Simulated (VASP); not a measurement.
Input of a VASP 6.6.1 run:

The input INCAR:

```
SYSTEM = InGa5As6
ALGO = Normal
EDIFF = 1E-7
EDIFFG = -0.04
ENCUT = 600
GGA = PE
IBRION = 2
ISIF = 3
ISMEAR = 0
LASPH = .True.
LCHARG = .False.
LREAL = .False.
LWAVE = .False.
NELM = 80
NSW = 90
PREC = Accurate
SIGMA = 0.1
```

File KPOINTS:

```
k-points
0
Gamma
  4 4 1
  0 0 0
```

POSCAR

```
InGa5As6
1.0
    3.9500081000      0.0000000000      0.0000000000
    0.0000000000      3.9500081000      0.0000000000
    0.0000000000      0.0000000000     16.7584650800
In Ga As
1 5 6
Direct
    0.0000000000      0.0000000000      0.5000000000
    0.0000000000      0.0000000000      0.8333333300
    0.5000000000      0.5000000000      0.0000000000
    0.0000000000      0.0000000000      0.1666666700
    0.5000000000      0.5000000000      0.3333333300
    0.5000000000      0.5000000000      0.6666666700
    0.5000000000      0.0000000000      0.0833333300
    0.0000000000      0.5000000000      0.2500000000
    0.5000000000      0.0000000000      0.4166666700
    0.0000000000      0.5000000000      0.5833333300
    0.5000000000      0.0000000000      0.7500000000
    0.0000000000      0.5000000000      0.9166666700
```

Potentials or basis: VASP PAW PBE potentials, release 64 (In_d, Ga_d, As).

The run is started by

```sh
$ cat potpaw_PBE.64/In_d/POTCAR potpaw_PBE.64/Ga_d/POTCAR potpaw_PBE.64/As/POTCAR > POTCAR
$ mpirun -np 1 vasp_std > vasp.out
```

Task: What does it give for the relaxed volume?

Result: 24.87 Å³/atom.

Task: Estimate the space group after relaxing (to 0.1 Å).

Result: P-4m2 (No. 115).

Forces in eV/Å, atoms in the order of the input:
```
In   0.000  0.000  0.000
Ga   0.000  0.000 -0.006
Ga   0.000  0.000  0.000
Ga   0.000  0.000  0.006
Ga   0.000  0.000  0.003
Ga   0.000  0.000 -0.003
As   0.000  0.000 -0.010
As   0.000  0.000  0.000
As   0.000  0.000  0.001
As   0.000  0.000 -0.001
As   0.000  0.000  0.000
As   0.000  0.000  0.010
```

Caveat: the k points lie up to 0.38 Å⁻¹ apart in the final cell.
